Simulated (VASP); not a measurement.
Se, 3 atoms in the cell. It takes space group P3_121 (No. 152, trigonal). Conventional cell: a = 3.973 Å, b = 3.973 Å, c = 5.048 Å, α = 90.00°, β = 90.00°, γ = 120.00°. Within 3.2 Å of Se (site symmetry 2) lie 6 Se at 2.46 to 3.08 Å. 

* Program: VASP 6.6.1
* Task: single point
* Functional: PBEsol
* Dispersion: D3(BJ)
* Potentials or basis: VASP PAW PBE potentials, release 64 (Se)
* Cutoff: 520 eV
* k mesh: 12 × 12 × 8
* Occupations: gaussian, width 0.03 eV
* Spin: no spin polarisation
* Dipole correction: no
* Further INCAR settings: ALGO = Normal; EDIFF = 1e-06; NBANDS = 16

Potentials or basis: VASP PAW PBE potentials, release 64 (Se).

Command:

```bash
$ cat potpaw_PBE.64/Se/POTCAR > POTCAR
$ mpirun -np 1 vasp_std > vasp.out
```

Hardware: 1 thread of Oxide Virtual Turin-like Processor, on a shared host.

Problem. Estimate the wall time of this run.

Solution. It took 2.3 min on 1 thread of Oxide Virtual Turin-like Processor, with other jobs on the host, peak memory 0.23 GiB. Counts: scf iterations 11, k points 131.
